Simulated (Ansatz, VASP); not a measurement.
Re in VASP and in Ansatz

```
Re
1.0
     0.00000    1.97013    1.87123
     1.97013    0.00000    1.87123
     1.97013    1.97013    0.00000
Re
1
Direct
  0.00000 0.00000 0.00000
```

Alike in both runs: task single point; functional PBE; k mesh 10 × 10 × 10; occupations gaussian, width 0.15 eV; no spin polarisation.

|  | VASP | Ansatz |
| --- | --- | --- |
| version | VASP 6.6.1 | Ansatz 0.2.0 |
| potentials or method | VASP PAW PBE potentials, release 64 (Re), cutoff 520 eV | scalar-relativistic, plane waves, PAW |
| valence electrons in the cell | 7 | 15 |

|  | VASP | Ansatz | Ansatz less VASP |
| --- | --- | --- | --- |
| gap on the k mesh at the Fermi level (eV) | none | none | - |
| pressure (GPa) | 12.3 | 12.6 | +0.32 |
| traceless stress, the component that is largest in VASP (GPa) | 10.11 | 10.18 | +0.068 |

A gap of «none» marks a metal or a gap that the smearing closes. With one functional, cell and mesh, what is left measures potentials, basis and numerics. VASP's potentials hold 7 valence electrons a cell and Ansatz's 15, so a difference there can come from the potentials and not from the codes.

Spin-orbit coupling is off throughout.
